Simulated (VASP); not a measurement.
Wanted: the native input for a VASP 6.6.1 run.

| Item | Value |
| --- | --- |
| Task | single point |
| Functional | LDA |
| Potentials or basis | VASP PAW LDA potentials, release 64 (As) |
| Cutoff | 520 eV |
| k mesh | 16 × 13 × 1 |
| Occupations | gaussian, width 0.1 eV |
| Spin | no spin polarisation |
| Dipole correction | yes |
| Further INCAR settings | ALGO = Normal; EDIFF = 1e-06; NBANDS = 30 |

The structure of As lies in POSCAR:

```
As
1.0
    3.6500000000      0.0000000000      0.0000000000
    0.0000000000      4.4700000000      0.0000000000
    0.0000000000      0.0000000000     27.9200001152
As
8
Direct
    0.5000000000      0.9400000000      0.3581661876
    0.0000000000      0.5600000000      0.3581661876
    0.5000000000      0.0600000000      0.4448424073
    0.0000000000      0.4400000000      0.4448424073
    0.0000000000      0.9369686258      0.5497749066
    0.5000000000      0.5630313742      0.5497749066
    0.0000000000      0.0631888443      0.6354583148
    0.5000000000      0.4368111557      0.6354583148
```

These files were run (other wordings do the same):

INCAR

```
SYSTEM = As
ALGO = Normal
DIPOL = 0.5 0.5 0.497
EDIFF = 1E-6
ENCUT = 520
GGA = CA
IDIPOL = 3
ISIF = 2
ISMEAR = 0
LASPH = .TRUE.
LCHARG = .FALSE.
LDIPOL = .TRUE.
LREAL = .FALSE.
LWAVE = .FALSE.
NBANDS = 30
NELM = 80
PREC = Accurate
SIGMA = 0.1
```

KPOINTS

```
k-points
0
G
  16 13 1
  0 0 0
```

Potentials or basis: VASP PAW LDA potentials, release 64 (As).

Run with:

```sh
$ cat potpaw_LDA.64/As/POTCAR > POTCAR
$ mpirun -np 1 vasp_std > vasp.out
```

Results of the run:

- Largest force: 0.211 eV/Å

Run time: 14 min on 1 thread of AMD EPYC 9R14 (Zen 4), on a shared host, peak memory 0.74 GiB.
